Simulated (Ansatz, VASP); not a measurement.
# SrO in VASP and in Ansatz

File POSCAR:

```
SrO
1.0
    0.0000000000      2.8041086179      2.8041086179
    2.8041086179      0.0000000000      2.8041086179
    2.8041086179      2.8041086179      0.0000000000
Sr O
1 1
Direct
    0.0000000000      0.0000000000      0.0000000000
    0.2500000000      0.2500000000      0.2500000000
```

The input INCAR.step1:

```
PREC = Accurate
ENCUT = 520
ISMEAR = 0
SIGMA = 0.05
LREAL = False
LASPH = True
NELM = 60
NBANDS = 15
GGA = PE
ALGO = Normal
EDIFF = 1E-4
LWAVE = True
LCHARG = False
```

Contents of INCAR.step2:

```
PREC = Accurate
ENCUT = 520
EDIFF = 1E-6
ISMEAR = 0
SIGMA = 0.05
LREAL = False
LASPH = True
NELM = 60
ALGO = Normal
ISIF = 2
LWAVE = False
LCHARG = False
METAGGA = R2SCAN
LMIXTAU = True
NBANDS = 15
ISTART = 1
```

File KPOINTS:

```
regular mesh
0
Gamma
  8 8 8
```

Input for Ansatz:

```yaml
crystal:
  lattice:
    - [0.0, 2.8041086179, 2.8041086179]
    - [2.8041086179, 0.0, 2.8041086179]
    - [2.8041086179, 2.8041086179, 0.0]
  atoms:
    - { symbol: Sr, position: [0.0, 0.0, 0.0] }
    - { symbol: O, position: [0.25, 0.25, 0.25] }
basis:
  ecutwfc: 500
  ecutrho_ratio: 4
kpoints:
  mp_grid: { grid: [8, 8, 8] }
hamiltonian:
  xc: r2scan
scf:
  occupations: { method: gaussian, width: 0.05 }
output:
  forces: true
  stress: true
  eigenvalues: true
```

Alike in both runs: task single point; functional r2SCAN; k mesh 8 × 8 × 8; occupations gaussian, width 0.05 eV; no spin polarisation.

```csv
,VASP,Ansatz
version,VASP 6.6.1,Ansatz 0.2.0
potentials or method,"VASP PAW PBE potentials, release 64 (Sr_sv, O), cutoff 520 eV","scalar-relativistic, plane waves, PAW"
valence electrons in the cell,16,16
```

```csv
,VASP,Ansatz,Ansatz less VASP
gap on the k mesh at the Fermi level (eV),2.87,2.85,-0.014
least direct gap on the mesh (eV),3.69,3.67,-0.016
pressure (GPa),-0.4,-0.8,-0.44
```

VASP's potentials were made for PBE, not for r2SCAN.
